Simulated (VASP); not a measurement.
# LiZr4N3 (P6_3/mmc) in VASP: single point with PBE

Aim: the single point of LiZr4N3 with PBE.

All numbers are computed with VASP 6.6.1; they aren't measurements. Logs are shortened: lines on timing, memory, paths and dates and some standing lists are left out, and cuts for length are marked.

## Step 1: The cell of the first run

It takes space group P6_3/mmc (No. 194, hexagonal). Conventional cell: a = 3.227 Å, b = 3.227 Å, c = 26.719 Å, α = 90.00°, β = 90.00°, γ = 120.00°. Within 4.4 Å of Li (site symmetry -6m2) lie 6 Li at 3.23 Å and 6 Zr at 3.27 Å and 6 N at 4.31 Å. Zr (site symmetry 3m) has 6 N at 2.33 Å and 12 Zr at 3.19 to 3.36 Å within 3.4 Å. Within 2.9 Å of Zr (site symmetry 3m) lie 3 N at 2.21 Å. Within 2.9 Å of N (site symmetry 3m) lie 6 Zr at 2.21 to 2.33 Å and 1 N at 2.79 Å. N (site symmetry -3m) has 6 Zr at 2.33 Å and 2 N at 2.79 Å within 3.1 Å.

## Step 2: Single point, PBE

INCAR reads:

```
SYSTEM = LiZr4N3
PREC = Accurate
ENCUT = 520
EDIFF = 1E-6
ISMEAR = 0
SIGMA = 0.1
LREAL = Auto
LASPH = .TRUE.
NELM = 100
ALGO = Normal
ISIF = 2
LWAVE = .FALSE.
LCHARG = .FALSE.
GGA = PE
NBANDS = 80
```

KPOINTS reads:

```
regular mesh
0
G
  12 12 2
  0 0 0
```

POSCAR reads:

```
LiZr4N3
1.0
    3.2265021104      0.0000000000      0.0000000000
   -1.6132510552      2.7942327929      0.0000000000
    0.0000000000      0.0000000000     26.7189790090
Li Zr N
2 8 6
Direct
    0.6666666667      0.3333333333      0.7500000000
    0.3333333333      0.6666666667      0.2500000000
    0.6666666667      0.3333333333      0.5522714248
    0.3333333333      0.6666666667      0.6492676960
    0.3333333333      0.6666666667      0.4477285752
    0.6666666667      0.3333333333      0.3507323040
    0.6666666667      0.3333333333      0.9477285752
    0.3333333333      0.6666666667      0.8507323040
    0.3333333333      0.6666666667      0.0522714248
    0.6666666667      0.3333333333      0.1492676960
    0.0000000000      0.0000000000      0.6044423356
    0.0000000000      0.0000000000      0.3955576644
    0.0000000000      0.0000000000      0.5000000000
    0.0000000000      0.0000000000      0.8955576644
    0.0000000000      0.0000000000      0.1044423356
    0.0000000000      0.0000000000      0.0000000000
```

Potentials or basis: VASP PAW PBE potentials, release 64 (Li_sv, Zr_sv, N).

On the command line:

```sh
> cat potpaw_PBE.64/Li_sv/POTCAR potpaw_PBE.64/Zr_sv/POTCAR potpaw_PBE.64/N/POTCAR > POTCAR
> mpirun -np 1 vasp_std > vasp.out
```

OUTCAR:

```text
SYSTEM = LiZr4N3
   PREC = Accurate
   ENCUT = 520
   EDIFF = 1E-6
   ISMEAR = 0
   LREAL = Auto
   LASPH = .TRUE.
   NELM = 100
   ISIF = 2
   GGA = PE

 ion  position               nearest neighbor table
   1  0.667  0.333  0.750-
   2  0.333  0.667  0.250-
   3  0.667  0.333  0.552-  11 2.33  11 2.33  11 2.33  13 2.33  13 2.33  13 2.33   4 3.19   4 3.19
                             4 3.19   5 3.36   5 3.36   5 3.36
   4  0.333  0.667  0.649-  11 2.21  11 2.21  11 2.21   3 3.19   3 3.19   3 3.19
   5  0.333  0.667  0.448-  12 2.33  12 2.33  12 2.33  13 2.33  13 2.33  13 2.33   6 3.19   6 3.19
                             6 3.19   3 3.36   3 3.36   3 3.36
   6  0.667  0.333  0.351-  12 2.21  12 2.21  12 2.21   5 3.19   5 3.19   5 3.19
   7  0.667  0.333  0.948-  14 2.33  14 2.33  14 2.33  16 2.33  16 2.33  16 2.33   8 3.19   8 3.19
                             8 3.19   9 3.36   9 3.36   9 3.36
   8  0.333  0.667  0.851-  14 2.21  14 2.21  14 2.21   7 3.19   7 3.19   7 3.19
   9  0.333  0.667  0.052-  15 2.33  15 2.33  15 2.33  16 2.33  16 2.33  16 2.33  10 3.19  10 3.19
                            10 3.19   7 3.36   7 3.36   7 3.36
  10  0.667  0.333  0.149-  15 2.21  15 2.21  15 2.21   9 3.19   9 3.19   9 3.19
  11  0.000  0.000  0.604-   4 2.21   4 2.21   4 2.21   3 2.33   3 2.33   3 2.33
  12  0.000  0.000  0.396-   6 2.21   6 2.21   6 2.21   5 2.33   5 2.33   5 2.33
  13  0.000  0.000  0.500-   3 2.33   5 2.33   5 2.33   3 2.33   3 2.33   5 2.33
  14  0.000  0.000  0.896-   8 2.21   8 2.21   8 2.21   7 2.33   7 2.33   7 2.33
  15  0.000  0.000  0.104-  10 2.21  10 2.21  10 2.21   9 2.33   9 2.33   9 2.33
  16  0.000  0.000  0.000-   7 2.33   9 2.33   9 2.33   7 2.33   7 2.33   9 2.33

  LATTYP: Found a hexagonal cell.
 ALAT       =     3.2265021104
 C/A-ratio  =     8.2810976391

  Lattice vectors:

 A1 = (   3.2265021104,   0.0000000000,   0.0000000000)
 A2 = (  -1.6132510552,   2.7942327929,   0.0000000000)
 A3 = (   0.0000000000,   0.0000000000,  26.7189790090)

Analysis of symmetry for initial positions (statically):
=====================================================================
 Subroutine PRICEL returns:
 Original cell was already a primitive cell.

 Routine SETGRP: Setting up the symmetry group for a
 hexagonal supercell.

 Subroutine GETGRP returns: Found 24 space group operations
 (whereof 12 operations were pure point group operations)
 out of a pool of 24 trial point group operations.

The static configuration has the point symmetry D_3d.
 The point group associated with its full space group is D_6h.

Analysis of symmetry for dynamics (positions and initial velocities):
=====================================================================
 Subroutine PRICEL returns:
 Original cell was already a primitive cell.

 Routine SETGRP: Setting up the symmetry group for a
 hexagonal supercell.
[... 147 lines left out ...]
   EMIN   =  10.00;   EMAX   =-10.00  energy-range for DOS
   EFERMI =   0.00;   METHOD = LEGACY
   ISMEAR =     0;   SIGMA  =   0.10  broadening in eV -4-tet -1-fermi 0-gaus
   EFERMI_NEDOS =   21; number of points for ismear=-14 and -15
   IALGO  =     38    algorithm
   IMIX   =      4    mixing-type and parameters
     AMIX     =   0.40;   BMIX     =  1.00
     AMIX_MAG =   1.60;   BMIX_MAG =  1.00
  volume/ion in A,a.u.               =      15.06       101.60
  Fermi-wavevector in a.u.,A,eV,Ry     =   1.339660  2.531591 24.418235  1.794690
  Thomas-Fermi vector in A             =   2.468035
   LORBIT       =      0    0 simple, 1 ext, 2 COOP (PROOUT), +10 PAW based schemes
   GGA     = PE    functional components
   LHFCALC =     F    Hartree Fock is set to
   AEXX    =    0.0000 exact exchange contribution
   IVDW    =     0    specifies the selected vdW correction
   LEPSILON=     F    determine dielectric tensor
   LRPA    =     F    only Hartree local field effects (RPA)
 non-spin polarized calculation
 Gauss-broadening in eV      SIGMA  =   0.10
  energy-cutoff  :      520.00
  volume of cell :      240.89
 maximum number of plane-waves:      6576
 NGX is ok and might be reduce to    24
   NGX = 11   NGY = 11   NGZ = 99

 number of electron     132.0000028 magnetization

 Free energy of the ion-electron system (eV)
  ---------------------------------------------------
  ext. energy  EPLUGINS =         0.00000000
  ---------------------------------------------------
  free energy    TOTEN  =      -141.27871504 eV

  energy without entropy =     -141.24391828  energy(sigma->0) =     -141.26131666

 E-fermi :   8.6913     XC(G=0): -11.0712

 val. band max:        8.6871011532   @ k =   0.0833   0.0833   0.0000
 cond. band min:       8.6999193286   @ k =   0.2500   0.2500   0.5000
 fundamental gap:      0.0128181753
 Fermi energy:         8.6913330916

 k-point     1 :       0.0000    0.0000    0.0000
  band No.  band energies     occupation
      1     -40.6943      2.00000
      2     -40.6943      2.00000
      3     -40.6512      2.00000
      4     -40.6512      2.00000
      5     -40.4971      2.00000
      6     -40.4971      2.00000
[... 1933 lines left out ...]
     77      11.3667      0.00000
     78      11.3668      0.00000

 [... further k-points ...]

 [bands above 78 left out]

------------------------ aborting loop because EDIFF is reached ----------------------------------------

  FORCE on cell =-STRESS in cart. coord.  units (eV):
  Direction    XX          YY          ZZ          XY          YZ          ZX
  --------------------------------------------------------------------------------------
  -------------------------------------------------------------------------------------
  Total        0.2724581      0.2724581      0.2710847      0.0000000      0.0000000      0.0000000
  in kB        1.8121575      1.8121575      1.8030228      0.0000000      0.0000000      0.0000000
  external PRESSURE =       1.8091126 kB  Pullay stress =       0.0000000 kB

 VOLUME and BASIS-vectors are now :
 -----------------------------------------------------------------------------
  energy-cutoff  :      520.00
  volume of cell :      240.89
      direct lattice vectors                 reciprocal lattice vectors
     3.226502110  0.000000000  0.000000000     0.309933162  0.178939994  0.000000000
    -1.613251055  2.794232793  0.000000000     0.000000000  0.357879989  0.000000000
     0.000000000  0.000000000 26.718979009     0.000000000  0.000000000  0.037426580

 POSITION                                       TOTAL-FORCE (eV/Angst)
 -----------------------------------------------------------------------------------
      1.61325      0.93141     20.03923         0.000000     -0.000000      0.000000
     -0.00000      1.86282      6.67974         0.000000      0.000000      0.000000
      1.61325      0.93141     14.75613        -0.000000      0.000000     -0.001866
     -0.00000      1.86282     17.34777         0.000000     -0.000000      0.027558
     -0.00000      1.86282     11.96285         0.000000     -0.000000      0.001866
      1.61325      0.93141      9.37121        -0.000000      0.000000     -0.027558
[... 8 lines left out ...]
      0.00000      0.00000      2.79059         0.000000     -0.000000     -0.004409
      0.00000      0.00000      0.00000         0.000000      0.000000      0.000000
 -----------------------------------------------------------------------------------
    total drift:                               -0.000001      0.000000     -0.000000

  FREE ENERGIE OF THE ION-ELECTRON SYSTEM (eV)
  ---------------------------------------------------
  free  energy   TOTEN  =      -141.2787150359 eV

  energy  without entropy=     -141.2439182795  energy(sigma->0) =     -141.26131666
```

Run time: 24 min. Hardware: 1 thread of Intel Xeon Platinum 8488C (Sapphire Rapids), shared host; peak memory 0.6 GiB.

What came out:

```yaml
Free_energy: -141.2787 eV
Largest_force: 0.028 eV/Å
Band_gap_on_the_k_mesh: zero (bands 66 and 67 overlap by 0.51 eV)
```

Forces on the atoms (eV/Å):
```
Li   0.000  0.000  0.000
Li   0.000  0.000  0.000
Zr   0.000  0.000 -0.002
Zr   0.000  0.000  0.028
Zr   0.000  0.000  0.002
Zr   0.000  0.000 -0.028
Zr   0.000  0.000  0.002
Zr   0.000  0.000 -0.028
Zr   0.000  0.000 -0.002
Zr   0.000  0.000  0.028
N    0.000  0.000 -0.004
N    0.000  0.000  0.004
N    0.000  0.000  0.000
N    0.000  0.000  0.004
N    0.000  0.000 -0.004
N    0.000  0.000  0.000
```

Levels at points of the mesh, in eV from the Fermi level:
| k point | band 64 | band 65 | band 66 | band 67 | band 68 | band 69 |
| --- | --- | --- | --- | --- | --- | --- |
| (0.00, 0.00, 0.00) | -0.36 | 0.43 | 0.43 | 0.43 | 0.43 | 1.11 |
| (0.50, 0.00, 0.00) | -0.35 | -0.03 | 0.02 | 0.38 | 0.41 | 0.71 |
| (0.00, 0.00, 0.50) | -0.43 | 0.43 | 0.43 | 0.43 | 0.43 | 1.13 |
| (0.50, 0.00, 0.50) | -0.39 | -0.01 | -0.01 | 0.39 | 0.39 | 0.71 |

Caveat: the cutoff is under 1.25 times the usual one of these potentials, so pressure, stress and relaxed cells hold a basis-set (Pulay) error.
